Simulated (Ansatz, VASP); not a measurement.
# Ru in VASP and in Ansatz

```
CELL_PARAMETERS angstrom
-2.33616 2.33616 1.27442
2.33616 -2.33616 1.27442
2.33616 2.33616 -1.27442
ATOMIC_POSITIONS crystal
Ru 0.00000 0.00000 0.00000
Ru 0.75000 0.25000 0.50000
```

Alike in both runs: task single point; functional PBEsol; k mesh 8 × 8 × 8; occupations gaussian, width 0.1 eV; no spin polarisation.

```csv
,VASP,Ansatz
version,VASP 6.6.1,Ansatz 0.2.0
potentials or method,"VASP PAW PBE potentials, release 64 (Ru_pv), cutoff 500 eV","scalar-relativistic, plane waves, PAW"
valence electrons in the cell,28,32
```

```tsv
	VASP	Ansatz	Ansatz less VASP
gap on the k mesh at the Fermi level (eV)	none	none	-
pressure (GPa)	19.8	19.5	-0.31
traceless stress, the component that is largest in VASP (GPa)	3.38	3.64	+0.260
```

VASP's potentials were made for PBE, not for PBEsol. A gap of «none» marks a metal or a gap that the smearing closes. With one functional, cell and mesh, what is left measures potentials, basis and numerics. VASP's potentials hold 28 valence electrons a cell and Ansatz's 32, so a difference there can come from the potentials and not from the codes.
